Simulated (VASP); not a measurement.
# Cu (Fm-3m) in VASP: further runs

The runs below take Cu through relaxation of cell and atoms, with r2SCAN+rVV10.

Program: VASP 6.6.1. These are calculated values, not measurements. Logs are shortened: lines on timing, memory, paths and dates and some standing lists are left out, and cuts for length are marked.

## 1. The cell of the first run

The structure is cubic, space group Fm-3m (No. 225). Conventional cell: a = 3.448 Å, b = 3.448 Å, c = 3.448 Å, α = 90.00°, β = 90.00°, γ = 90.00°. Cu (site symmetry m-3m) has 12 Cu at 2.44 Å within 3.2 Å.

## 2. Relaxation of cell and atoms, r2SCAN+rVV10, target pressure 21.1 GPa, at which the enthalpy is minimised

The input, POSCAR:

```
Cu
1.0
    0.0000000000      1.7240330235      1.7240330235
    1.7240330235      0.0000000000      1.7240330235
    1.7240330235      1.7240330235      0.0000000000
Cu
1
Direct
    0.0000000000      0.0000000000      0.0000000000
```

The input, INCAR.step1:

```
SYSTEM = Cu
PREC = Accurate
ENCUT = 600
ISMEAR = 0
SIGMA = 0.1
LREAL = .FALSE.
LASPH = .TRUE.
NELM = 80
GGA = PE
ALGO = Normal
EDIFF = 1E-4
LWAVE = .TRUE.
LCHARG = .FALSE.
```

The input, INCAR.step2:

```
SYSTEM = Cu
PREC = Accurate
ENCUT = 600
EDIFF = 1E-6
ISMEAR = 0
SIGMA = 0.1
LREAL = .FALSE.
LASPH = .TRUE.
NELM = 80
ALGO = Normal
ISIF = 3
LWAVE = .FALSE.
LCHARG = .FALSE.
METAGGA = R2SCAN
LMIXTAU = .TRUE.
LUSE_VDW = .TRUE.
IVDW_NL = 2
BPARAM = 11.95
CPARAM = 0.0093
IBRION = 2
NSW = 100
EDIFFG = -0.002
PSTRESS = 211.0
ISTART = 1
```

The input, KPOINTS:

```
Automatic mesh
0
G
  20 20 20
  0 0 0
```

Potentials or basis: VASP PAW PBE potentials, release 64 (Cu).

The run is started by

```
$ cat potpaw_PBE.64/Cu/POTCAR > POTCAR
$ cp INCAR.step1 INCAR
$ mpirun -np 1 vasp_std > vasp.out
$ cp INCAR.step2 INCAR
$ mpirun -np 1 vasp_std > vasp.out
```

OUTCAR:

```text
SYSTEM = Cu
   PREC = Accurate
   ENCUT = 600
   EDIFF = 1E-6
   ISMEAR = 0
   LREAL = .FALSE.
   LASPH = .TRUE.
   NELM = 80
   ISIF = 3
   METAGGA = R2SCAN
   IVDW_NL = 2
   BPARAM = 11.95
   IBRION = 2
   NSW = 100
   EDIFFG = -0.002
   PSTRESS = 211.0
   ISTART = 1

 ion  position               nearest neighbor table
   1  0.000  0.000  0.000-

  LATTYP: Found a face centered cubic cell.
 ALAT       =     3.4480660470

  Lattice vectors:

 A1 = (   0.0000000000,   1.7240330235,   1.7240330235)
 A2 = (   1.7240330235,   0.0000000000,   1.7240330235)
 A3 = (   1.7240330235,   1.7240330235,   0.0000000000)

Analysis of symmetry for initial positions (statically):
=====================================================================
 Subroutine PRICEL returns:
 Original cell was already a primitive cell.

 Routine SETGRP: Setting up the symmetry group for a
 face centered cubic supercell.

 Subroutine GETGRP returns: Found 48 space group operations
 (whereof 48 operations were pure point group operations)
 out of a pool of 48 trial point group operations.

The static configuration has the point symmetry O_h .

Analysis of symmetry for dynamics (positions and initial velocities):
=====================================================================
 Subroutine PRICEL returns:
 Original cell was already a primitive cell.

 Routine SETGRP: Setting up the symmetry group for a
 face centered cubic supercell.

 Subroutine GETGRP returns: Found 48 space group operations
 (whereof 48 operations were pure point group operations)
 out of a pool of 48 trial point group operations.

The dynamic configuration has the point symmetry O_h .

 Subroutine INISYM returns: Found 48 space group operations
 (whereof 48 operations are pure point group operations),
 and found     1 'primitive' translations

----------------------------------------------------------------------------------------

                                     Primitive cell

  volume of cell :      10.2487

  direct lattice vectors                    reciprocal lattice vectors
     0.000000000  1.724033024  1.724033024    -0.290017647  0.290017647  0.290017647
     1.724033024  0.000000000  1.724033024     0.290017647 -0.290017647  0.290017647
     1.724033024  1.724033024  0.000000000     0.290017647  0.290017647 -0.290017647

  length of vectors
     2.438150884  2.438150884  2.438150884     0.502325299  0.502325299  0.502325299

  position of ions in fractional coordinates (direct lattice)
     0.000000000  0.000000000  0.000000000

  ion indices of the primitive-cell ions
   primitive index   ion index
                 1           1

----------------------------------------------------------------------------------------

 KPOINTS: Automatic mesh

Automatic generation of k-mesh.
 Grid dimensions read from file:
 generate k-points for:   20   20   20

 Generating k-lattice:

  Cartesian coordinates                     Fractional coordinates (reciprocal lattice)
    -0.014500882  0.014500882  0.014500882     0.050000000  0.000000000  0.000000000
     0.014500882 -0.014500882  0.014500882     0.000000000  0.050000000  0.000000000
     0.014500882  0.014500882 -0.014500882     0.000000000  0.000000000  0.050000000

  Length of vectors
     0.025116265  0.025116265  0.025116265

  Shift w.r.t. Gamma in fractional coordinates (k-lattice)
     0.000000000  0.000000000  0.000000000

 Subroutine IBZKPT returns following result:
 ===========================================

 Found    256 irreducible k-points:

 Following reciprocal coordinates:
            Coordinates               Weight
  0.000000  0.000000  0.000000      1.000000
  0.050000  0.000000  0.000000      8.000000
  0.100000  0.000000  0.000000      8.000000
  0.150000  0.000000  0.000000      8.000000
  0.200000  0.000000  0.000000      8.000000
  0.250000  0.000000  0.000000      8.000000
[... 16 lines left out ...]
 -0.400000  0.050000  0.000000     24.000000
 -0.350000  0.050000  0.000000     24.000000
 [... further k-points ...]
   k-points           NKPTS =    256   k-points in BZ     NKDIM =    256   number of bands    NBANDS=      9
   number of dos      NEDOS =    301   number of ions     NIONS =      1
   total plane-waves  NPLWV =   8000
   dimension x,y,z NGX =    20 NGY =   20 NGZ =   20
   dimension x,y,z NGXF=    40 NGYF=   40 NGZF=   40
   ions per type =               1
   NGX,Y,Z   is equivalent  to a cutoff of  13.64, 13.64, 13.64 a.u.
   NGXF,Y,Z  is equivalent  to a cutoff of  27.27, 27.27, 27.27 a.u.
 SYSTEM =  Cu
   PREC   = accura    normal or accurate (medium, high low for compatibility)
   ISTART =      1    job   : 0-new  1-cont  2-samecut
   ICHARG =      0    charge: 1-file 2-atom 10-const
   ISPIN  =      1    spin polarized calculation?
   LNONCOLLINEAR =      F non collinear calculations
   LSORBIT =      F    spin-orbit coupling
   LASPH  =      T    aspherical Exc in radial PAW
   ENCUT  =  600.0 eV  44.10 Ry    6.64 a.u.   4.87  4.87  4.87*2*pi/ulx,y,z
   NELM   =     80;   NELMIN=  2; NELMDL=  0     # of ELM steps
   EDIFF  = 0.1E-05   stopping-criterion for ELM
   LREAL  =      F    real-space projection
   EDIFFG = -.2E-02   stopping-criterion for IOM
   NSW    =    100    number of steps for IOM
   IBRION =      2    ionic relax: 0-MD 1-quasi-New 2-CG
   NFREE  =      1    steps in history (QN), initial steepest desc. (CG)
   ISIF   =      3    stress and relaxation
   ISYM   =      2    0-nonsym 1-usesym 2-fastsym
   POTIM  = 0.5000    time-step for ionic-motion
   TEBEG  =    0.0;   TEEND  =   0.0 temperature during run
   PSTRESS=  211.0 pullay stress
   NELECT =      11.0000    total number of electrons
   NUPDOWN=      -1.0000    fix difference up-down
   EMIN   =  10.00;   EMAX   =-10.00  energy-range for DOS
   EFERMI =   0.00;   METHOD = LEGACY
   ISMEAR =     0;   SIGMA  =   0.10  broadening in eV -4-tet -1-fermi 0-gaus
   EFERMI_NEDOS =   21; number of points for ismear=-14 and -15
   IALGO  =     38    algorithm
   IMIX   =      4    mixing-type and parameters
     AMIX     =   0.40;   BMIX     =  1.00
     AMIX_MAG =   1.60;   BMIX_MAG =  1.00
  volume/ion in A,a.u.               =      10.25        69.16
  Fermi-wavevector in a.u.,A,eV,Ry     =   1.676165  3.167493 38.225972  2.809530
  Thomas-Fermi vector in A             =   2.760656
   LORBIT       =      0    0 simple, 1 ext, 2 COOP (PROOUT), +10 PAW based schemes
   METAGGA = R2SCAN    functional components
   LHFCALC =     F    Hartree Fock is set to
   AEXX    =    0.0000 exact exchange contribution
   IVDW_NL    =     2    kernel type
   BPARAM     =11.9500
   IVDW    =     0    specifies the selected vdW correction
   LEPSILON=     F    determine dielectric tensor
   LRPA    =     F    only Hartree local field effects (RPA)
 conjugate gradient relaxation of ions
 non-spin polarized calculation
 Gauss-broadening in eV      SIGMA  =   0.10
  energy-cutoff  :      600.00
  volume of cell :       10.25
 maximum number of plane-waves:       360
   NGX =  9   NGY =  9   NGZ =  9

--------------------------------------- Ionic step        1  -------------------------------------------

 number of electron      10.9999995 magnetization

 Free energy of the ion-electron system (eV)
  ---------------------------------------------------
  ext. energy  EPLUGINS =         0.00000000
  ---------------------------------------------------
  free energy    TOTEN  =       -10.46791182 eV

  energy without entropy =      -10.46680064  energy(sigma->0) =      -10.46735623

------------------------ aborting loop because EDIFF is reached ----------------------------------------

  FORCE on cell =-STRESS in cart. coord.  units (eV):
  Direction    XX          YY          ZZ          XY          YZ          ZX
  --------------------------------------------------------------------------------------
  -------------------------------------------------------------------------------------
  Total        1.4234870      1.4234870      1.4234870     -0.0000000     -0.0000000      0.0000000
  in kB      222.5344998    222.5344998    222.5344998     -0.0000000     -0.0000000      0.0000000
  external PRESSURE =      11.5344998 kB  Pullay stress =     211.0000000 kB

 VOLUME and BASIS-vectors are now :
 -----------------------------------------------------------------------------
  energy-cutoff  :      600.00
  volume of cell :       10.25
      direct lattice vectors                 reciprocal lattice vectors
     0.000000000  1.724033024  1.724033024    -0.290017647  0.290017647  0.290017647
     1.724033024  0.000000000  1.724033024     0.290017647 -0.290017647  0.290017647
     1.724033024  1.724033024  0.000000000     0.290017647  0.290017647 -0.290017647
[... 118 lines left out ...]
  FREE ENERGIE OF THE ION-ELECTRON SYSTEM (eV)
  ---------------------------------------------------
  free  energy   TOTEN  =       -10.4742776361 eV

  energy  without entropy=      -10.4731609490  energy(sigma->0) =      -10.47371929

  enthalpy is  TOTEN    =        -9.1184038146 eV   P V=        1.3558738215

--------------------------------------- Ionic step        5  -------------------------------------------

 number of electron      10.9999992 magnetization

 Free energy of the ion-electron system (eV)
  ---------------------------------------------------
  ext. energy  EPLUGINS =         0.00000000
  ---------------------------------------------------
  free energy    TOTEN  =       -10.47468227 eV

  energy without entropy =      -10.47356510  energy(sigma->0) =      -10.47412368

 E-fermi :   9.1854     XC(G=0): -14.7178

 val. band max:        9.1487503543   @ k =   0.5000   0.3000   0.1500
 cond. band min:       9.2123576898   @ k =   0.5000   0.2500   0.1000
 fundamental gap:      0.0636073355
 Fermi energy:         9.1853852345

 k-point     1 :       0.0000    0.0000    0.0000
  band No.  band energies     occupation
      1      -1.6251      2.00000
      2       5.5935      2.00000
      3       5.5936      2.00000
      4       5.5936      2.00000
      5       6.6084      2.00000
      6       6.6084      2.00000
      7      33.6882      0.00000
      8      37.8413      0.00000
      9      37.8414      0.00000

 k-point     2 :       0.0500    0.0000    0.0000
  band No.  band energies     occupation
      1      -1.5205      2.00000
      2       5.5678      2.00000
      3       5.6153      2.00000
      4       5.6154      2.00000
      5       6.5992      2.00000
      6       6.5992      2.00000
      7      33.3114      0.00000
      8      36.3101      0.00000
      9      37.5060      0.00000
[... 253 lines left out ...]
 k-point    24 :      -0.3500    0.0500    0.0000
  band No.  band energies     occupation
      1       2.6303      2.00000
      2       5.6078      2.00000
      3       5.6594      2.00000
      4       5.7639      2.00000
      5       7.0113      2.00000
      6       7.3543      2.00000
      7      17.6982      0.00000
      8      31.3701      0.00000
      9      33.9961      0.00000

 [... further k-points ...]

------------------------ aborting loop because EDIFF is reached ----------------------------------------

  FORCE on cell =-STRESS in cart. coord.  units (eV):
  Direction    XX          YY          ZZ          XY          YZ          ZX
  --------------------------------------------------------------------------------------
  -------------------------------------------------------------------------------------
  Total        1.3559870      1.3559870      1.3559870     -0.0000000      0.0000000      0.0000000
  in kB      210.9547817    210.9547817    210.9547817     -0.0000000      0.0000000      0.0000000
  external PRESSURE =      -0.0452183 kB  Pullay stress =     211.0000000 kB

 VOLUME and BASIS-vectors are now :
 -----------------------------------------------------------------------------
  energy-cutoff  :      600.00
  volume of cell :       10.30
      direct lattice vectors                 reciprocal lattice vectors
    -0.000000000  1.726827336  1.726827336    -0.289548347  0.289548347  0.289548347
     1.726827336  0.000000000  1.726827336     0.289548347 -0.289548347  0.289548347
     1.726827336  1.726827336  0.000000000     0.289548347  0.289548347 -0.289548347

 POSITION                                       TOTAL-FORCE (eV/Angst)
 -----------------------------------------------------------------------------------
      0.00000      0.00000      0.00000        -0.000000     -0.000000     -0.000000
 -----------------------------------------------------------------------------------
    total drift:                                0.000000     -0.000000      0.000000

  FREE ENERGIE OF THE ION-ELECTRON SYSTEM (eV)
  ---------------------------------------------------
  free  energy   TOTEN  =       -10.4746822672 eV

  energy  without entropy=      -10.4735651010  energy(sigma->0) =      -10.47412368

  enthalpy is  TOTEN    =        -9.1184045905 eV   P V=        1.3562776767

 reached required accuracy - stopping structural energy minimisation
```

Wall time 10 min (1 thread of Intel Xeon 8259CL, shared host); peak memory 0.21 GiB.

Results:

| Quantity | Value |
| --- | --- |
| Free energy | -10.4747 eV |
| Relaxed volume | 10.30 Å³/atom |
| Relaxed cell | a = 2.442 Å, b = 2.442 Å, c = 2.442 Å, α = 60.00°, β = 60.00°, γ = 60.00° |
| Space group after relaxing (to 0.1 Å) | Fm-3m (No. 225) |
| Energy change on relaxing (the run minimises the enthalpy) | -6.8 meV/atom |
| Ionic steps | 5 |
| Pressure after relaxing | 21.1 GPa |
| Band gap on the k mesh | zero (an odd number of electrons rules out a gap without spin polarisation) |

The path:
```
step  energy change (eV)  largest force (eV/Å)  pressure (GPa)  volume (Å³)
   1              0.0000                0.0000           22.25        10.25
   2             -0.0144                0.0000           19.51        10.36
   3             -0.0069                0.0000           21.00        10.30
   4             -0.0064                0.0000           21.62        10.30
   5             -0.0068                0.0000           21.10        10.30
```

Final structure:
```
Cu
1.0
     0.00000    1.72683    1.72683
     1.72683    0.00000    1.72683
     1.72683    1.72683    0.00000
Cu
1
Direct
  0.00000 0.00000 0.00000
```

Levels at points of the mesh, in eV from the Fermi level:
| k point | band 2 | band 3 | band 4 | band 5 | band 6 | band 7 | band 8 | band 9 |
| --- | --- | --- | --- | --- | --- | --- | --- | --- |
| (0.00, 0.00, 0.00) | -3.59 | -3.59 | -3.59 | -2.58 | -2.58 | 24.50 | 28.66 | 28.66 |
| (0.50, 0.00, 0.00) | -3.65 | -3.65 | -1.85 | -1.85 | -1.49 | 4.74 | 22.93 | 25.43 |
| (0.50, 0.50, 0.00) | -5.38 | -1.89 | -1.66 | -1.66 | 1.49 | 8.45 | 14.91 | 14.91 |

Caveat: the cell is relaxed towards a set pressure, so the run minimises the enthalpy, not the energy; the PAW data sets were made with another functional, which shifts forces and pressure a little.

(Part 1 of 2 ends here.)
